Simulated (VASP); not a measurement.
# Pt (Pm-3m) in VASP: single point with PBE

Aim: the single point of Pt with PBE.

All numbers are computed with VASP 6.6.1; they aren't measurements. Logs are shortened: lines on timing, memory, paths and dates and some standing lists are left out, and cuts for length are marked.

**1. The cell of the first run**

The structure is cubic, space group Pm-3m (No. 221). Conventional cell: a = 2.515 Å, b = 2.515 Å, c = 2.515 Å, α = 90.00°, β = 90.00°, γ = 90.00°. Within 3.3 Å of Pt (site symmetry m-3m) lie 6 Pt at 2.51 Å.

This isn't the form of Pt at room conditions, which is fcc.

**2. Single point, PBE**

Contents of INCAR:

```
PREC = Accurate
ENCUT = 520
EDIFF = 1E-6
ISMEAR = 0
SIGMA = 0.15
LREAL = False
LASPH = True
NELM = 60
ALGO = Normal
ISIF = 2
LWAVE = False
LCHARG = False
GGA = PE
NBANDS = 11
```

Contents of KPOINTS:

```
Automatic mesh
0
Gamma
  24 24 24
```

Contents of POSCAR:

```
Pt
1.0
   -0.8382641648      1.6765283297      1.6765283297
    1.6765283297     -0.8382641648      1.6765283297
    1.6765283297      1.6765283297     -0.8382641648
Pt
1
Direct
    0.0000000000      0.0000000000      0.0000000000
```

Potentials or basis: VASP PAW PBE potentials, release 64 (Pt).

Run with:

```sh
$ cat potpaw_PBE.64/Pt/POTCAR > POTCAR
$ mpirun -np 1 vasp_std > vasp.out
```

OUTCAR:

```text
PREC = Accurate
   ENCUT = 520
   EDIFF = 1E-6
   ISMEAR = 0
   LREAL = False
   LASPH = True
   NELM = 60
   ISIF = 2
   GGA = PE

 ion  position               nearest neighbor table
   1  0.000  0.000  0.000-

  LATTYP: Found a simple cubic cell.
 ALAT       =     2.5147924945

  Lattice vectors:

 A1 = (  -0.8382641648,   1.6765283297,   1.6765283297)
 A2 = (   1.6765283297,  -0.8382641648,   1.6765283297)
 A3 = (   1.6765283297,   1.6765283297,  -0.8382641648)

Analysis of symmetry for initial positions (statically):
=====================================================================
 Subroutine PRICEL returns:
 Original cell was already a primitive cell.

 Routine SETGRP: Setting up the symmetry group for a
 simple cubic supercell.

 Subroutine GETGRP returns: Found 48 space group operations
 (whereof 48 operations were pure point group operations)
 out of a pool of 48 trial point group operations.

The static configuration has the point symmetry O_h .

Analysis of symmetry for dynamics (positions and initial velocities):
=====================================================================
 Subroutine PRICEL returns:
 Original cell was already a primitive cell.

 Routine SETGRP: Setting up the symmetry group for a
 simple cubic supercell.

 Subroutine GETGRP returns: Found 48 space group operations
 (whereof 48 operations were pure point group operations)
 out of a pool of 48 trial point group operations.

The dynamic configuration has the point symmetry O_h .

 Subroutine INISYM returns: Found 48 space group operations
 (whereof 48 operations are pure point group operations),
 and found     1 'primitive' translations

----------------------------------------------------------------------------------------

                                     Primitive cell

  volume of cell :      15.9040

  direct lattice vectors                    reciprocal lattice vectors
    -0.838264165  1.676528330  1.676528330    -0.132549041  0.265098082  0.265098082
     1.676528330 -0.838264165  1.676528330     0.265098082 -0.132549041  0.265098082
     1.676528330  1.676528330 -0.838264165     0.265098082  0.265098082 -0.132549041

  length of vectors
     2.514792495  2.514792495  2.514792495     0.397647123  0.397647123  0.397647123

  position of ions in fractional coordinates (direct lattice)
     0.000000000  0.000000000  0.000000000

  ion indices of the primitive-cell ions
   primitive index   ion index
                 1           1

----------------------------------------------------------------------------------------

 KPOINTS: Automatic mesh

Automatic generation of k-mesh.
 Grid dimensions read from file:
 generate k-points for:   24   24   24

 Generating k-lattice:

  Cartesian coordinates                     Fractional coordinates (reciprocal lattice)
    -0.005522877  0.011045753  0.011045753     0.041666667  0.000000000  0.000000000
     0.011045753 -0.005522877  0.011045753     0.000000000  0.041666667  0.000000000
     0.011045753  0.011045753 -0.005522877     0.000000000  0.000000000  0.041666667

  Length of vectors
     0.016568630  0.016568630  0.016568630

  Shift w.r.t. Gamma in fractional coordinates (k-lattice)
     0.000000000  0.000000000  0.000000000

 Subroutine IBZKPT returns following result:
 ===========================================

 Found    455 irreducible k-points:

 Following reciprocal coordinates:
            Coordinates               Weight
  0.000000  0.000000  0.000000      1.000000
  0.041667  0.000000  0.000000      6.000000
  0.083333  0.000000  0.000000      6.000000
  0.125000  0.000000  0.000000      6.000000
  0.166667  0.000000  0.000000      6.000000
  0.208333  0.000000  0.000000      6.000000
[... 16 lines left out ...]
  0.416667  0.041667  0.000000     24.000000
  0.458333  0.041667  0.000000     24.000000
 [... further k-points ...]
   k-points           NKPTS =    455   k-points in BZ     NKDIM =    455   number of bands    NBANDS=     11
   number of dos      NEDOS =    301   number of ions     NIONS =      1
   total plane-waves  NPLWV =   8000
   dimension x,y,z NGX =    20 NGY =   20 NGZ =   20
   dimension x,y,z NGXF=    40 NGYF=   40 NGZF=   40
   ions per type =               1
   NGX,Y,Z   is equivalent  to a cutoff of  13.22, 13.22, 13.22 a.u.
   NGXF,Y,Z  is equivalent  to a cutoff of  26.44, 26.44, 26.44 a.u.
 SYSTEM =  unknown system
   PREC   = accura    normal or accurate (medium, high low for compatibility)
   ISTART =      0    job   : 0-new  1-cont  2-samecut
   ICHARG =      2    charge: 1-file 2-atom 10-const
   ISPIN  =      1    spin polarized calculation?
   LNONCOLLINEAR =      F non collinear calculations
   LSORBIT =      F    spin-orbit coupling
   LASPH  =      T    aspherical Exc in radial PAW
   ENCUT  =  520.0 eV  38.22 Ry    6.18 a.u.   4.68  4.68  4.68*2*pi/ulx,y,z
   NELM   =     60;   NELMIN=  2; NELMDL= -5     # of ELM steps
   EDIFF  = 0.1E-05   stopping-criterion for ELM
   LREAL  =      F    real-space projection
   EDIFFG = 0.1E-04   stopping-criterion for IOM
   NSW    =      0    number of steps for IOM
   IBRION =     -1    ionic relax: 0-MD 1-quasi-New 2-CG
   NFREE  =      0    steps in history (QN), initial steepest desc. (CG)
   ISIF   =      2    stress and relaxation
   ISYM   =      2    0-nonsym 1-usesym 2-fastsym
   POTIM  = 0.5000    time-step for ionic-motion
   TEBEG  =    0.0;   TEEND  =   0.0 temperature during run
   PSTRESS=    0.0 pullay stress
   NELECT =      10.0000    total number of electrons
   NUPDOWN=      -1.0000    fix difference up-down
   EMIN   =  10.00;   EMAX   =-10.00  energy-range for DOS
   EFERMI =   0.00;   METHOD = LEGACY
   ISMEAR =     0;   SIGMA  =   0.15  broadening in eV -4-tet -1-fermi 0-gaus
   EFERMI_NEDOS =   21; number of points for ismear=-14 and -15
   IALGO  =     38    algorithm
   IMIX   =      4    mixing-type and parameters
     AMIX     =   0.40;   BMIX     =  1.00
     AMIX_MAG =   1.60;   BMIX_MAG =  1.00
  volume/ion in A,a.u.               =      15.90       107.33
  Fermi-wavevector in a.u.,A,eV,Ry     =   1.402510  2.650360 26.763132  1.967035
  Thomas-Fermi vector in A             =   2.525265
   LORBIT       =      0    0 simple, 1 ext, 2 COOP (PROOUT), +10 PAW based schemes
   GGA     = PE    functional components
   LHFCALC =     F    Hartree Fock is set to
   AEXX    =    0.0000 exact exchange contribution
   IVDW    =     0    specifies the selected vdW correction
   LEPSILON=     F    determine dielectric tensor
   LRPA    =     F    only Hartree local field effects (RPA)
 non-spin polarized calculation
 Gauss-broadening in eV      SIGMA  =   0.15
  energy-cutoff  :      520.00
  volume of cell :       15.90
 maximum number of plane-waves:       449
 NGX is ok and might be reduce to    20
   NGX =  9   NGY =  9   NGZ =  9

 number of electron      10.0000003 magnetization

 Free energy of the ion-electron system (eV)
  ---------------------------------------------------
  ext. energy  EPLUGINS =         0.00000000
  ---------------------------------------------------
  free energy    TOTEN  =        -5.46115221 eV

  energy without entropy =       -5.44846478  energy(sigma->0) =       -5.45480850

 E-fermi :  10.3432     XC(G=0): -13.0180

 val. band max:       10.3407940655   @ k =   0.3750   0.1250   0.0833
 cond. band min:      10.3442460412   @ k =   0.4167   0.1250   0.0833
 fundamental gap:      0.0034519756
 Fermi energy:        10.3431863460

 k-point     1 :       0.0000    0.0000    0.0000
  band No.  band energies     occupation
      1       0.7395      2.00000
      2       3.5766      2.00000
      3       3.5766      2.00000
      4      10.7561      0.00010
      5      10.7561      0.00010
      6      10.7561      0.00010
      7      26.2139      0.00000
      8      26.2139      0.00000
      9      26.2139      0.00000
     10      32.6399      0.00000
     11      35.4459      0.00000

 k-point     2 :       0.0417    0.0000    0.0000
  band No.  band energies     occupation
      1       0.7956      2.00000
      2       3.5876      2.00000
      3       3.6292      2.00000
      4      10.6983      0.00081
      5      10.6983      0.00081
      6      10.7604      0.00008
      7      25.8219      0.00000
      8      26.3174      0.00000
      9      26.3174      0.00000
     10      32.9266      0.00000
     11      34.9174      0.00000

 k-point     3 :       0.0833    0.0000    0.0000
  band No.  band energies     occupation
      1       0.9584      2.00000
      2       3.6201      2.00000
      3       3.7894      2.00000
      4      10.5327      0.07405
      5      10.5327      0.07404
      6      10.7733      0.00005
      7      24.8637      0.00000
      8      26.6183      0.00000
      9      26.6183      0.00000
     10      33.4580      0.00000
     11      33.8567      0.00000

 k-point     4 :       0.1250    0.0000    0.0000
  band No.  band energies     occupation
      1       1.2118      2.00000
      2       3.6723      2.00000
      3       4.0635      2.00000
      4      10.2795      1.45185
      5      10.2795      1.45184
      6      10.7939      0.00002
      7      23.6592      0.00000
      8      27.0916      0.00000
      9      27.0916      0.00000
     10      32.7013      0.00000
     11      33.8109      0.00000
[... 239 lines left out ...]
 k-point    22 :       0.3750    0.0417    0.0000
  band No.  band energies     occupation
      1       3.2612      2.00000
      2       4.2104      2.00000
      3       7.6597      2.00000
      4       8.4245      2.00000
      5       8.6534      2.00000
      6      10.9293      0.00000
      7      17.0136      0.00000
      8      27.5483      0.00000
      9      30.6482      0.00000
     10      31.5589      0.00000
     11      32.4645      0.00000

 k-point    23 :       0.4167    0.0417    0.0000
  band No.  band energies     occupation
      1       3.4766      2.00000
      2       4.2703      2.00000
      3       7.8159      2.00000
      4       8.2468      2.00000
      5       9.0221      2.00000
      6      10.9512      0.00000
      7      16.3001      0.00000
      8      27.1638      0.00000
      9      30.7898      0.00000
     10      32.1047      0.00000
     11      32.1567      0.00000

 k-point    24 :       0.4583    0.0417    0.0000
  band No.  band energies     occupation
      1       3.6143      2.00000
      2       4.3085      2.00000
      3       7.7876      2.00000
      4       8.1376      2.00000
      5       9.4455      2.00000
      6      10.9650      0.00000
      7      15.8149      0.00000
      8      26.9279      0.00000
      9      30.5824      0.00000
     10      32.1464      0.00000
     11      32.5676      0.00000

 [... further k-points ...]

------------------------ aborting loop because EDIFF is reached ----------------------------------------

  FORCE on cell =-STRESS in cart. coord.  units (eV):
  Direction    XX          YY          ZZ          XY          YZ          ZX
  --------------------------------------------------------------------------------------
  -------------------------------------------------------------------------------------
  Total        3.2537360      3.2537360      3.2537360      0.0000000      0.0000000      0.0000000
  in kB      327.7830067    327.7830067    327.7830067      0.0000000      0.0000000      0.0000000
  external PRESSURE =     327.7830067 kB  Pullay stress =       0.0000000 kB

 VOLUME and BASIS-vectors are now :
 -----------------------------------------------------------------------------
  energy-cutoff  :      520.00
  volume of cell :       15.90
      direct lattice vectors                 reciprocal lattice vectors
    -0.838264165  1.676528330  1.676528330    -0.132549041  0.265098082  0.265098082
     1.676528330 -0.838264165  1.676528330     0.265098082 -0.132549041  0.265098082
     1.676528330  1.676528330 -0.838264165     0.265098082  0.265098082 -0.132549041

 POSITION                                       TOTAL-FORCE (eV/Angst)
 -----------------------------------------------------------------------------------
      0.00000      0.00000      0.00000        -0.000000     -0.000000     -0.000000
 -----------------------------------------------------------------------------------
    total drift:                                0.000000     -0.000000      0.000000

  FREE ENERGIE OF THE ION-ELECTRON SYSTEM (eV)
  ---------------------------------------------------
  free  energy   TOTEN  =        -5.4611522113 eV

  energy  without entropy=       -5.4484647825  energy(sigma->0) =       -5.45480850
```

Wall time 75 s (1 thread of Intel Xeon 8259CL, shared host); peak memory 0.19 GiB.

What came out:

| Item | Value |
| --- | --- |
| Free energy | -5.4612 eV |
| Pressure | 32.8 GPa |
| Band gap on the k mesh | zero (bands 5 and 6 overlap by 3.92 eV) |

Levels at points of the mesh, in eV from the Fermi level:
```csv
k point,band 3,band 4,band 5,band 6,band 7,band 8
"(0.00, 0.00, 0.00)",-6.77,0.41,0.41,0.41,15.87,15.87
"(0.50, 0.00, 0.00)",-2.25,-2.25,-1.05,0.68,5.29,16.45
"(0.50, 0.50, 0.00)",-1.75,-1.75,2.40,4.53,4.53,11.17
"(0.50, 0.50, 0.50)",-5.86,2.58,2.58,9.49,10.88,10.88
```

Caveat: the cell stands under pressure; spin-orbit coupling is left out, which moves the levels of the heavy elements.
